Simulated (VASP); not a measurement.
Wanted: the native input for a VASP 6.6.1 run.

```
Task                   : electric field gradients
Functional             : PBEsol
Potentials or basis    : VASP PAW PBE potentials, release 64 (Li_sv, O)
Cutoff                 : 650 eV
k mesh                 : 9 × 9 × 9
Occupations            : fermi-dirac, width 0.03 eV
Spin                   : no spin polarisation
Dipole correction      : no
Further INCAR settings : ALGO = Normal; EDIFF = 1e-08; NBANDS = 13
```

The structure of Li2O lies in POSCAR:

```
Li2O
1.0
    0.0000000000      2.2782867143      2.2782867143
    2.2782867143      0.0000000000      2.2782867143
    2.2782867143      2.2782867143      0.0000000000
Li O
2 1
Direct
    0.2500000000      0.2500000000      0.2500000000
    0.7500000000      0.7500000000      0.7500000000
    0.0000000000      0.0000000000      0.0000000000
```

This cell differs from its parent crystal: volume scaled by 0.96.

The input as run:

INCAR

```
SYSTEM = Li2O
PREC     = Accurate       ! precision mode
ENCUT    = 650            ! plane-wave cutoff, eV
EDIFF    = 1E-8           ! SCF threshold, eV
ISMEAR   = -1             ! smearing method
SIGMA    = 0.03           ! smearing width, eV
LREAL    = .False.        ! projectors in reciprocal space
LASPH    = .True.         ! aspherical terms in the spheres
NELM     = 120            ! most SCF steps
ALGO     = Normal         ! electronic algorithm
ISIF     = 2              ! what is computed and relaxed
LWAVE    = .False.        ! write WAVECAR
LCHARG   = .False.        ! write CHGCAR
GGA      = PS             ! functional
LEFG     = .True.       
NBANDS   = 13             ! bands
GGA_COMPAT= .False.
```

KPOINTS

```
regular mesh
0
Gamma
  9 9 9
  0 0 0
```

Potentials or basis: VASP PAW PBE potentials, release 64 (Li_sv, O).

The run is started by

```sh
$ cat potpaw_PBE.64/Li_sv/POTCAR potpaw_PBE.64/O/POTCAR > POTCAR
$ mpirun -np 1 vasp_std > vasp.out
```

Results of the run:

```json
{
 "Pressure": "1.2 GPa",
 "Band gap on the k mesh": "5.00 eV, indirect (least direct gap 5.47 eV)"
}
```

Caveat: without QUAD_EFG the Cq values of the log hold for a quadrupole moment of 1 mb, not for the nuclei; the PAW data sets were made with another functional, which shifts forces and pressure a little.

Run time: 18 s on 1 thread of Intel Xeon 6975P-C (shared host), peak memory 0.15 GiB.
